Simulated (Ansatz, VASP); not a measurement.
Ta: VASP beside Ansatz

```
Ta
1.0
    -1.62329    1.62329    1.62329
     1.62329   -1.62329    1.62329
     1.62329    1.62329   -1.62329
Ta
1
Direct
  0.00000 0.00000 0.00000
```

Alike in both runs: task single point; functional PBE; k mesh 12 × 12 × 12; occupations fermi-dirac, width 0.1 eV; no spin polarisation.

|  | VASP | Ansatz |
| --- | --- | --- |
| version | VASP 6.6.1 | Ansatz 0.2.0 |
| potentials or method | VASP PAW PBE potentials, release 64 (Ta_pv), cutoff 520 eV | plane waves, PAW |
| valence electrons in the cell | 11 | 13 |

Ansatz gave:

| Property | Result |
| --- | --- |
| pressure (GPa) | 14.1 |

Question: What did VASP give for the same quantities?

Answer: Pressure (GPa): 14.4.

VASP's potentials hold 11 valence electrons a cell and Ansatz's 13, so a difference there can come from the potentials and not from the codes.

Neither program's run includes spin-orbit coupling.
